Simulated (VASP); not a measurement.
Write the native input for VASP 6.6.1 that does the following.

```
Task                   : relaxation of cell and atoms
Functional             : r2SCAN
Potentials or basis    : VASP PAW PBE potentials, release 64 (N)
Cutoff                 : 600 eV
k mesh                 : 6 × 6 × 4
Occupations            : gaussian, width 0.1 eV
Spin                   : no spin polarisation
Dipole correction      : no
Further INCAR settings : ALGO = Normal; EDIFF = 1e-06; IBRION = 2; EDIFFG = -0.04; NSW = 90; ISIF = 3
```

Crystal: N.

```
N
1.0
     4.16723    0.00000    0.00000
    -2.08362    3.60893    0.00000
     0.00000    0.00000    7.00600
N
4
Direct
  0.33333 0.66667 0.32893
  0.33333 0.66667 0.17107
  0.66667 0.33333 0.82893
  0.66667 0.33333 0.67107
```

One way to write it, as run:

POSCAR

```
N
1.0
    4.1672328106      0.0000000000      0.0000000000
   -2.0836164053      3.6089294775      0.0000000000
    0.0000000000      0.0000000000      7.0060035100
N
4
Direct
    0.3333333300      0.6666666700      0.3289300400
    0.3333333300      0.6666666700      0.1710699600
    0.6666666700      0.3333333300      0.8289300400
    0.6666666700      0.3333333300      0.6710699600
```

INCAR.step1

```
SYSTEM = N
ALGO = Normal ; EDIFF = 1E-4
ENCUT = 600 ; GGA = PE
ISMEAR = 0 ; LASPH = .True.
LCHARG = .False. ; LREAL = .False.
LWAVE = .True. ; NELM = 100
PREC = Accurate ; SIGMA = 0.1
```

INCAR.step2

```
SYSTEM = N
ALGO = Normal ; EDIFF = 1E-6
EDIFFG = -0.04 ; ENCUT = 600
IBRION = 2 ; ISIF = 3
ISMEAR = 0 ; ISTART = 1
LASPH = .True. ; LCHARG = .False.
LMIXTAU = .True. ; LREAL = .False.
LWAVE = .False. ; METAGGA = R2SCAN
NELM = 100 ; NSW = 90
PREC = Accurate ; SIGMA = 0.1
```

KPOINTS

```
k-points
0
Gamma
  6 6 4
  0 0 0
```

Potentials or basis: VASP PAW PBE potentials, release 64 (N).

Command:

```sh
$ cat potpaw_PBE.64/N/POTCAR > POTCAR
$ cp INCAR.step1 INCAR
$ mpirun -np 1 vasp_std > vasp.out
$ cp INCAR.step2 INCAR
$ mpirun -np 1 vasp_std > vasp.out
```

It gave:

```json
{
 "Energy gained by relaxing": "0.0 meV/atom",
 "Ionic steps": "3",
 "Pressure after relaxing": "0.0 GPa",
 "Largest force after relaxing": "0.007 eV/Å",
 "Band gap on the k mesh": "7.71 eV, indirect (least direct gap 8.02 eV)"
}
```

Caveat: the standard files for N, O and F lose accuracy on very short bonds; the PAW data sets were made with another functional, which shifts forces and pressure a little.

Run time: 2.9 min on 1 thread of Intel(R) Xeon(R) Platinum 8559C (Emerald Rapids) (shared host), peak memory 0.28 GiB.
